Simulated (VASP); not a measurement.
The system is Ti.

```
CELL_PARAMETERS angstrom
4.56737 0.00000 0.00000
-2.28369 3.95546 0.00000
0.00000 0.00000 2.82624
ATOMIC_POSITIONS crystal
Ti 0.00000 0.00000 0.00000
Ti 0.33333 0.66667 0.50000
Ti 0.66667 0.33333 0.50000
```

This isn't the form of Ti at room conditions, which is hcp.

```yaml
Program: VASP 6.6.1
Task: relaxation of cell and atoms
Functional: LDA
Potentials_or_basis: VASP PAW LDA potentials, release 64 (Ti_sv)
Cutoff: 600 eV
k_mesh: 12 × 12 × 14
Occupations: gaussian, width 0.1 eV
Spin: no spin polarisation
```

At the start: pressure -8.2 GPa; volume 17.02 Å³/atom.

Where does the relaxation end?

Over 9 steps the energy falls by 31.8 meV/atom and the volume is 15.83 Å³/atom (-7.0 %); space group P6/mmm (No. 191, to 0.1 Å) before and after.

Step by step:
```tsv
step	energy change (eV)	largest force (eV/Å)	pressure (GPa)	volume (Å³)
1	0.0000	0.0000	-8.17	51.06
2	-0.0347	0.0000	7.82	44.91
3	-0.0952	0.0000	0.03	47.53
4	-0.0951	0.0000	-0.25	47.59
5	-0.0954	0.0000	-0.26	47.59
6	-0.0955	0.0000	-0.26	47.59
7	-0.0955	0.0000	0.17	47.42
8	-0.0955	0.0000	0.01	47.49
9	-0.0955	0.0000	-0.01	47.49
```

Final structure:
```cif
data_structure
_symmetry_space_group_name_H-M 'P 1'
_symmetry_Int_Tables_number 1
_cell_length_a 4.4496
_cell_length_b 4.4496
_cell_length_c 2.7697
_cell_angle_alpha 90.000
_cell_angle_beta 90.000
_cell_angle_gamma 120.000
_cell_volume 47.49
loop_
_atom_site_label
_atom_site_type_symbol
_atom_site_fract_x
_atom_site_fract_y
_atom_site_fract_z
_atom_site_occupancy
Ti1 Ti 0.00000 0.00000 0.00000 1
Ti2 Ti 0.33333 0.66667 0.50000 1
Ti3 Ti 0.66667 0.33333 0.50000 1
```
